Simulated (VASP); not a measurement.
Wanted: the native input for a VASP 6.6.1 run.

* Task: single point
* Functional: PBE
* Potentials or basis: VASP PAW PBE potentials, release 64 (Zr_sv, Ti_sv, Si)
* Cutoff: 520 eV
* k mesh: 6 × 4 × 6
* Occupations: gaussian, width 0.2 eV
* Spin: no spin polarisation
* Dipole correction: no
* Further INCAR settings: ALGO = Normal; EDIFF = 1e-06; NBANDS = 52

The structure of Zr3TiSi8 lies in POSCAR:

```
Zr3TiSi8
1.0
   -0.0000047794      3.6752200432      0.0000080663
    7.3035992235     -0.0000190358     -0.0001489445
    0.0001780723     -1.8376448456     -7.2550657511
Zr Ti Si
3 1 8
Direct
    0.8965015721      0.0000000463      0.7930021686
    0.1057970988      0.2513565789      0.2115917101
    0.1057995297      0.7486493414      0.2115954128
    0.8948716854      0.4999971343      0.7897328778
    0.5505089235      0.0000001103      0.1010214962
    0.5511017662      0.5000006495      0.1022124016
    0.4409388232      0.2578256035      0.8818762233
    0.4409369479      0.7421741756      0.8818740722
    0.2511507886     -0.0000013205      0.5023216796
    0.2558672444      0.5000018346      0.5117647615
    0.7532653334      0.2543291129      0.5065026098
    0.7532602867      0.7456667331      0.5065045866
```

These files were run (other wordings do the same):

INCAR

```
ALGO = Normal ; EDIFF = 1E-6
ENCUT = 520 ; GGA = PE
ISIF = 2 ; ISMEAR = 0
LASPH = T ; LCHARG = F
LREAL = F ; LWAVE = F
NBANDS = 52 ; NELM = 80
PREC = Accurate ; SIGMA = 0.2
```

KPOINTS

```
k-points
0
Gamma
  6 4 6
```

Potentials or basis: VASP PAW PBE potentials, release 64 (Zr_sv, Ti_sv, Si).

Run with:

```console
$ cat potpaw_PBE.64/Zr_sv/POTCAR potpaw_PBE.64/Ti_sv/POTCAR potpaw_PBE.64/Si/POTCAR > POTCAR
$ mpirun -np 1 vasp_std > vasp.out
```

It gave:

| Property | Result |
| --- | --- |
| Pressure | 0.0 GPa |
| Largest force | 0.014 eV/Å |
| Band gap on the k mesh | zero (bands 40 and 41 overlap by 0.60 eV) |

Wall time 9.7 min on 1 thread of AMD EPYC 9R45 96-Core Processor (Zen 5) (shared host), peak memory 0.67 GiB.
